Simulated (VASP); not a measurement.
# Nb (Fm-3m) in VASP: single point with PBE

Aim: the single point of Nb with PBE.

All numbers are computed with VASP 6.6.1; they aren't measurements. Logs are shortened: lines on timing, memory, paths and dates and some standing lists are left out, and cuts for length are marked.

### Step 1. The cell of the first run

Symmetry: Fm-3m, No. 225, cubic system. The conventional cell has a = 4.158 Å, b = 4.158 Å, c = 4.158 Å, α = 90.00°, β = 90.00°, γ = 90.00°. Within 3.9 Å of Nb (site symmetry m-3m) lie 12 Nb at 2.94 Å.

### Step 2. Single point, PBE

INCAR reads:

```
ALGO     = Normal         # electronic algorithm
EDIFF    = 1E-6           # SCF threshold, eV
ENCUT    = 520            # plane-wave cutoff, eV
GGA      = PE             # functional
ISIF     = 2              # what is computed and relaxed
ISMEAR   = 0              # smearing method
LASPH    = T              # aspherical terms in the spheres
LCHARG   = F              # write CHGCAR
LREAL    = F              # projectors in reciprocal space
LWAVE    = F              # write WAVECAR
NBANDS   = 12             # bands
NELM     = 100            # most SCF steps
PREC     = Accurate       # precision mode
SIGMA    = 0.05           # smearing width, eV
```

KPOINTS reads:

```
k-points
0
Gamma
  8 8 8
```

POSCAR reads:

```
Nb
1.0
    0.0000000000      2.0788697323      2.0788697323
    2.0788697323      0.0000000000      2.0788697323
    2.0788697323      2.0788697323      0.0000000000
Nb
1
Direct
    0.0000000000      0.0000000000      0.0000000000
```

Potentials or basis: VASP PAW PBE potentials, release 64 (Nb_sv).

On the command line:

```console
$ cat potpaw_PBE.64/Nb_sv/POTCAR > POTCAR
$ mpirun -np 1 vasp_std > vasp.out
```

OUTCAR:

```text
EDIFF = 1E-6
   ENCUT = 520
   GGA = PE
   ISIF = 2
   ISMEAR = 0
   LASPH = T
   LREAL = F
   NELM = 100
   PREC = Accurate

 ion  position               nearest neighbor table
   1  0.000  0.000  0.000-

  LATTYP: Found a face centered cubic cell.
 ALAT       =     4.1577394646

  Lattice vectors:

 A1 = (   0.0000000000,   2.0788697323,   2.0788697323)
 A2 = (   2.0788697323,   0.0000000000,   2.0788697323)
 A3 = (   2.0788697323,   2.0788697323,   0.0000000000)

Analysis of symmetry for initial positions (statically):
=====================================================================
 Subroutine PRICEL returns:
 Original cell was already a primitive cell.

 Routine SETGRP: Setting up the symmetry group for a
 face centered cubic supercell.

 Subroutine GETGRP returns: Found 48 space group operations
[... 9 lines left out ...]

 Routine SETGRP: Setting up the symmetry group for a
 face centered cubic supercell.

 Subroutine GETGRP returns: Found 48 space group operations
[... 11 lines left out ...]
                                     Primitive cell

  volume of cell :      17.9685

  direct lattice vectors                    reciprocal lattice vectors
     0.000000000  2.078869732  2.078869732    -0.240515311  0.240515311  0.240515311
     2.078869732  0.000000000  2.078869732     0.240515311 -0.240515311  0.240515311
     2.078869732  2.078869732  0.000000000     0.240515311  0.240515311 -0.240515311

  length of vectors
     2.939965770  2.939965770  2.939965770     0.416584738  0.416584738  0.416584738

  position of ions in fractional coordinates (direct lattice)
     0.000000000  0.000000000  0.000000000

  ion indices of the primitive-cell ions
   primitive index   ion index
                 1           1

----------------------------------------------------------------------------------------

 KPOINTS: k-points

Automatic generation of k-mesh.
 Grid dimensions read from file:
 generate k-points for:    8    8    8

 Generating k-lattice:

  Cartesian coordinates                     Fractional coordinates (reciprocal lattice)
    -0.030064414  0.030064414  0.030064414     0.125000000  0.000000000  0.000000000
     0.030064414 -0.030064414  0.030064414     0.000000000  0.125000000  0.000000000
     0.030064414  0.030064414 -0.030064414     0.000000000  0.000000000  0.125000000

  Length of vectors
     0.052073092  0.052073092  0.052073092

  Shift w.r.t. Gamma in fractional coordinates (k-lattice)
     0.000000000  0.000000000  0.000000000

 Subroutine IBZKPT returns following result:
 ===========================================

 Found     29 irreducible k-points:

 Following reciprocal coordinates:
            Coordinates               Weight
  0.000000  0.000000  0.000000      1.000000
  0.125000  0.000000  0.000000      8.000000
  0.250000  0.000000  0.000000      8.000000
  0.375000  0.000000  0.000000      8.000000
  0.500000  0.000000  0.000000      4.000000
  0.125000  0.125000  0.000000      6.000000
[... 16 lines left out ...]
  0.500000  0.250000  0.125000     48.000000
 -0.375000  0.250000  0.125000     24.000000
 [... further k-points ...]
   k-points           NKPTS =     29   k-points in BZ     NKDIM =     29   number of bands    NBANDS=     12
   number of dos      NEDOS =    301   number of ions     NIONS =      1
   total plane-waves  NPLWV =  13824
   dimension x,y,z NGX =    24 NGY =   24 NGZ =   24
   dimension x,y,z NGXF=    48 NGYF=   48 NGZF=   48
   ions per type =               1
   NGX,Y,Z   is equivalent  to a cutoff of  13.57, 13.57, 13.57 a.u.
   NGXF,Y,Z  is equivalent  to a cutoff of  27.14, 27.14, 27.14 a.u.
 SYSTEM =  unknown system
   PREC   = accura    normal or accurate (medium, high low for compatibility)
   ISTART =      0    job   : 0-new  1-cont  2-samecut
   ICHARG =      2    charge: 1-file 2-atom 10-const
   ISPIN  =      1    spin polarized calculation?
   LNONCOLLINEAR =      F non collinear calculations
   LSORBIT =      F    spin-orbit coupling
   LASPH  =      T    aspherical Exc in radial PAW
   ENCUT  =  520.0 eV  38.22 Ry    6.18 a.u.   5.47  5.47  5.47*2*pi/ulx,y,z
   NELM   =    100;   NELMIN=  2; NELMDL= -5     # of ELM steps
   EDIFF  = 0.1E-05   stopping-criterion for ELM
   LREAL  =      F    real-space projection
   EDIFFG = 0.1E-04   stopping-criterion for IOM
   NSW    =      0    number of steps for IOM
   IBRION =     -1    ionic relax: 0-MD 1-quasi-New 2-CG
   NFREE  =      0    steps in history (QN), initial steepest desc. (CG)
   ISIF   =      2    stress and relaxation
   ISYM   =      2    0-nonsym 1-usesym 2-fastsym
   POTIM  = 0.5000    time-step for ionic-motion
   TEBEG  =    0.0;   TEEND  =   0.0 temperature during run
   PSTRESS=    0.0 pullay stress
   NELECT =      13.0000    total number of electrons
   NUPDOWN=      -1.0000    fix difference up-down
   EMIN   =  10.00;   EMAX   =-10.00  energy-range for DOS
   EFERMI =   0.00;   METHOD = LEGACY
   ISMEAR =     0;   SIGMA  =   0.05  broadening in eV -4-tet -1-fermi 0-gaus
   EFERMI_NEDOS =   21; number of points for ismear=-14 and -15
   IALGO  =     38    algorithm
   IMIX   =      4    mixing-type and parameters
     AMIX     =   0.40;   BMIX     =  1.00
     AMIX_MAG =   1.60;   BMIX_MAG =  1.00
  volume/ion in A,a.u.               =      17.97       121.26
  Fermi-wavevector in a.u.,A,eV,Ry     =   1.469666  2.777266 29.387474  2.159918
  Thomas-Fermi vector in A             =   2.585016
   LORBIT       =      0    0 simple, 1 ext, 2 COOP (PROOUT), +10 PAW based schemes
   GGA     = PE    functional components
   LHFCALC =     F    Hartree Fock is set to
   AEXX    =    0.0000 exact exchange contribution
   IVDW    =     0    specifies the selected vdW correction
   LEPSILON=     F    determine dielectric tensor
   LRPA    =     F    only Hartree local field effects (RPA)
 non-spin polarized calculation
 Gauss-broadening in eV      SIGMA  =   0.05
  energy-cutoff  :      520.00
  volume of cell :       17.97
 maximum number of plane-waves:       531
 NGX is ok and might be reduce to    24
   NGX = 11   NGY = 11   NGZ = 11

 number of electron      13.0000000 magnetization

 Free energy of the ion-electron system (eV)
  ---------------------------------------------------
  ext. energy  EPLUGINS =         0.00000000
  ---------------------------------------------------
  free energy    TOTEN  =        -9.86911923 eV

  energy without entropy =       -9.86654865  energy(sigma->0) =       -9.86783394

 E-fermi :  11.5874     XC(G=0): -12.5126

 val. band max:       11.5672531014   @ k =  -0.2500   0.1250   0.0000
 cond. band min:      11.5955481144   @ k =   0.5000   0.2500   0.0000
 fundamental gap:      0.0282950131
 Fermi energy:        11.5874317073

 k-point     1 :       0.0000    0.0000    0.0000
  band No.  band energies     occupation
      1     -43.1444      2.00000
      2     -18.4474      2.00000
      3     -18.4474      2.00000
      4     -18.4474      2.00000
      5       5.2578      2.00000
      6      11.6674      0.02373
      7      11.6674      0.02373
      8      11.6674      0.02373
      9      14.4237      0.00000
     10      14.4237      0.00000
     11      23.4522      0.00000
     12      28.4193      0.00000

 k-point     2 :       0.1250    0.0000    0.0000
  band No.  band energies     occupation
      1     -43.1112      2.00000
      2     -18.6604      2.00000
      3     -18.4735      2.00000
      4     -18.4735      2.00000
      5       5.8456      2.00000
      6      11.2488      2.00000
      7      11.9155      0.00000
      8      11.9155      0.00000
      9      14.2217      0.00000
     10      14.2217      0.00000
     11      24.5709      0.00000
     12      26.6204      0.00000

 k-point     3 :       0.2500    0.0000    0.0000
  band No.  band energies     occupation
      1     -43.0301      2.00000
      2     -19.1547      2.00000
      3     -18.5360      2.00000
      4     -18.5360      2.00000
      5       7.1075      2.00000
      6      10.8628      2.00000
      7      12.0535      0.00000
      8      12.0535      0.00000
      9      14.4809      0.00000
     10      14.4809      0.00000
     11      24.0039      0.00000
     12      27.1259      0.00000

 k-point     4 :       0.3750    0.0000    0.0000
  band No.  band energies     occupation
      1     -42.9476      2.00000
      2     -19.6245      2.00000
      3     -18.5976      2.00000
      4     -18.5976      2.00000
      5       7.6242      2.00000
      6      11.6682      0.02234
      7      11.6682      0.02234
      8      11.9942      0.00000
      9      15.7382      0.00000
     10      15.7382      0.00000
     11      22.6890      0.00000
     12      25.4394      0.00000

 k-point     5 :       0.5000    0.0000    0.0000
  band No.  band energies     occupation
      1     -42.9130      2.00000
      2     -19.8128      2.00000
      3     -18.6228      2.00000
      4     -18.6228      2.00000
      5       7.5884      2.00000
      6      11.4653      1.99945
      7      11.4653      1.99945
      8      13.1190      0.00000
      9      16.5136      0.00000
     10      16.5136      0.00000
     11      22.6579      0.00000
     12      23.2040      0.00000

 k-point     6 :       0.1250    0.1250    0.0000
  band No.  band energies     occupation
      1     -43.1002      2.00000
      2     -18.6543      2.00000
      3     -18.5201      2.00000
      4     -18.5201      2.00000
      5       6.0412      2.00000
      6      10.9117      2.00000
      7      12.1567      0.00000
      8      12.1567      0.00000
      9      13.5252      0.00000
     10      14.6809      0.00000
     11      25.0314      0.00000
     12      27.4571      0.00000

 k-point     7 :       0.2500    0.1250    0.0000
  band No.  band energies     occupation
      1     -43.0351      2.00000
      2     -19.0197      2.00000
      3     -18.5967      2.00000
      4     -18.5764      2.00000
      5       7.1377      2.00000
      6      10.3145      2.00000
      7      12.0931      0.00000
      8      12.5583      0.00000
      9      13.6102      0.00000
     10      15.0352      0.00000
     11      25.6212      0.00000
     12      27.2055      0.00000

 k-point     8 :       0.3750    0.1250    0.0000
  band No.  band energies     occupation
      1     -42.9529      2.00000
      2     -19.4690      2.00000
      3     -18.6650      2.00000
      4     -18.6580      2.00000
      5       8.0195      2.00000
      6      10.6417      2.00000
      7      11.3790      2.00000
      8      12.3373      0.00000
      9      15.3845      0.00000
     10      16.0408      0.00000
     11      23.8556      0.00000
     12      26.5354      0.00000
[... 166 lines left out ...]
 k-point    20 :      -0.3750    0.3750    0.0000
  band No.  band energies     occupation
      1     -42.8436      2.00000
      2     -19.5054      2.00000
      3     -19.2381      2.00000
      4     -18.8285      2.00000
      5       8.2915      2.00000
      6       9.2624      2.00000
      7      12.2294      0.00000
      8      14.4867      0.00000
      9      16.1714      0.00000
     10      20.2797      0.00000
     11      21.5638      0.00000
     12      25.0671      0.00000

 k-point    21 :       0.5000    0.5000    0.0000
  band No.  band energies     occupation
      1     -42.8376      2.00000
      2     -19.7193      2.00000
      3     -18.9303      2.00000
      4     -18.9303      2.00000
      5       7.2922      2.00000
      6       8.0561      2.00000
      7      15.4410      0.00000
      8      16.4972      0.00000
      9      17.1145      0.00000
     10      17.1145      0.00000
     11      23.1993      0.00000
     12      23.1993      0.00000

 k-point    22 :       0.3750    0.2500    0.1250
  band No.  band energies     occupation
      1     -42.9694      2.00000
      2     -19.2678      2.00000
      3     -18.7911      2.00000
      4     -18.6197      2.00000
      5       8.2131      2.00000
      6       9.8205      2.00000
      7      11.3366      2.00000
      8      13.5639      0.00000
      9      13.5964      0.00000
     10      16.3063      0.00000
     11      25.6606      0.00000
     12      28.3598      0.00000

 k-point    23 :       0.5000    0.2500    0.1250
  band No.  band energies     occupation
      1     -42.9029      2.00000
      2     -19.5190      2.00000
      3     -18.9415      2.00000
      4     -18.6964      2.00000
      5       8.8596      2.00000
      6      10.0999      2.00000
      7      10.7780      2.00000
      8      13.1007      0.00000
      9      15.2657      0.00000
     10      18.1002      0.00000
     11      23.6714      0.00000
     12      26.5562      0.00000

 k-point    24 :      -0.3750    0.2500    0.1250
  band No.  band energies     occupation
      1     -42.8751      2.00000
      2     -19.6264      2.00000
      3     -18.9885      2.00000
      4     -18.7380      2.00000
      5       8.9045      2.00000
      6       9.8575      2.00000
      7      11.5037      1.98207
      8      12.7967      0.00000
      9      16.1255      0.00000
     10      19.2785      0.00000
     11      21.7023      0.00000
     12      26.0483      0.00000

 [... further k-points ...]
[... 5 lines left out ...]
  --------------------------------------------------------------------------------------
  -------------------------------------------------------------------------------------
  Total        0.7642002      0.7642002      0.7642002      0.0000000      0.0000000     -0.0000000
  in kB       68.1405955     68.1405955     68.1405955      0.0000000      0.0000000     -0.0000000
  external PRESSURE =      68.1405955 kB  Pullay stress =       0.0000000 kB

 VOLUME and BASIS-vectors are now :
 -----------------------------------------------------------------------------
  energy-cutoff  :      520.00
  volume of cell :       17.97
      direct lattice vectors                 reciprocal lattice vectors
     0.000000000  2.078869732  2.078869732    -0.240515311  0.240515311  0.240515311
     2.078869732  0.000000000  2.078869732     0.240515311 -0.240515311  0.240515311
     2.078869732  2.078869732  0.000000000     0.240515311  0.240515311 -0.240515311

 POSITION                                       TOTAL-FORCE (eV/Angst)
 -----------------------------------------------------------------------------------
      0.00000      0.00000      0.00000        -0.000000      0.000000      0.000000
 -----------------------------------------------------------------------------------
    total drift:                                0.000000      0.000000     -0.000000

  FREE ENERGIE OF THE ION-ELECTRON SYSTEM (eV)
  ---------------------------------------------------
  free  energy   TOTEN  =        -9.8691192292 eV

  energy  without entropy=       -9.8665486480  energy(sigma->0) =       -9.86783394
```

It took 4.2 s on 1 thread of Intel Xeon Platinum 8488C (Sapphire Rapids), shared host; peak memory 0.13 GiB.

What came out:

- Free energy: -9.8691 eV
- Pressure: 6.8 GPa

Levels at points of the mesh, in eV from the Fermi level:
| k point | band 2 | band 3 | band 4 | band 5 | band 6 | band 7 | band 8 | band 9 | band 10 | band 11 |
| --- | --- | --- | --- | --- | --- | --- | --- | --- | --- | --- |
| (0.00, 0.00, 0.00) | -30.03 | -30.03 | -30.03 | -6.33 | 0.08 | 0.08 | 0.08 | 2.84 | 2.84 | 11.86 |
| (0.50, 0.00, 0.00) | -31.40 | -30.21 | -30.21 | -4.00 | -0.12 | -0.12 | 1.53 | 4.93 | 4.93 | 11.07 |
| (0.50, 0.50, 0.00) | -31.31 | -30.52 | -30.52 | -4.30 | -3.53 | 3.85 | 4.91 | 5.53 | 5.53 | 11.61 |
